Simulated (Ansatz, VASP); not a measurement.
Li2Se: VASP beside Ansatz

```
Li Se
1.0
     0.00000    3.05217    3.05217
     3.05217    0.00000    3.05217
     3.05217    3.05217    0.00000
Li Se
2 1
Cartesian
  1.5261 1.5261 1.5261
  4.5783 4.5783 4.5783
  0.0000 0.0000 0.0000
```

Alike in both runs: task single point; functional r2SCAN; k mesh 6 × 6 × 6; no spin polarisation.

```csv
,VASP,Ansatz
version,VASP 6.6.1,Ansatz 0.2.0
potentials or method,"VASP PAW PBE potentials, release 64 (Li_sv, Se)","plane waves, PAW"
plane-wave cutoff (eV),830,500
occupations,"gaussian, width 0.01 eV",fixed
valence electrons in the cell,12,22
```

|  | VASP | Ansatz | Ansatz less VASP |
| --- | --- | --- | --- |
| gap on the k mesh at the Fermi level (eV) | 3.49 | 3.51 | +0.022 |
| pressure (GPa) | -2.0 | -1.9 | +0.18 |

VASP's potentials were made for PBE, not for r2SCAN. VASP's potentials hold 12 valence electrons a cell and Ansatz's 22, so a difference there can come from the potentials and not from the codes.
